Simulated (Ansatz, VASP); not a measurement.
# Sr in VASP and in Ansatz

The input INCAR:

```
  PREC = Accurate
  ENCUT = 520
  EDIFF = 1E-6
  ISMEAR = 0
  SIGMA = 0.1
  LREAL = False
  LASPH = True
  NELM = 80
  ALGO = Fast
  ISIF = 2
  LWAVE = False
  LCHARG = False
  GGA = PE
  NBANDS = 17
```

KPOINTS

```
regular mesh
0
Gamma
  12 12 6
```

Contents of POSCAR:

```
Sr
1.0
    4.2936222199      0.0000000000      0.0000000000
   -2.1468111100      3.7183859166      0.0000000000
    0.0000000000      0.0000000000      6.8117100000
Sr
2
Direct
    0.3333333333      0.6666666667      0.2500000000
    0.6666666667      0.3333333333      0.7500000000
```

Input for Ansatz:

```yaml
crystal:
  lattice:
    - [4.2936222199, 0.0, 0.0]
    - [-2.14681111, 3.7183859166, 0.0]
    - [0.0, 0.0, 6.81171]
  atoms:
    - { symbol: Sr, position: [0.3333333333, 0.6666666667, 0.25] }
    - { symbol: Sr, position: [0.6666666667, 0.3333333333, 0.75] }
basis:
  ecutwfc: 420
kpoints:
  mp_grid: { grid: [12, 12, 6] }
hamiltonian:
  xc: pbe
scf:
  occupations: { method: gaussian, width: 0.1 }
output:
  forces: true
  stress: true
  eigenvalues: true
  populations: true
```

Alike in both runs: task single point; functional PBE; k mesh 12 × 12 × 6; occupations gaussian, width 0.1 eV; no spin polarisation.

|  | VASP | Ansatz |
| --- | --- | --- |
| version | VASP 6.6.1 | Ansatz 0.2.0 |
| potentials or method | VASP PAW PBE potentials, release 64 (Sr_sv), cutoff 520 eV | scalar-relativistic, plane waves, PAW |
| valence electrons in the cell | 20 | 20 |

```csv
,VASP,Ansatz,Ansatz less VASP
gap on the k mesh at the Fermi level (eV),none,none,-
pressure (GPa),0.2,0.2,-0.01
"traceless stress, the component that is largest in VASP (GPa)",0.45,0.45,0.000
```

A gap of «none» marks a metal or a gap that the smearing closes.
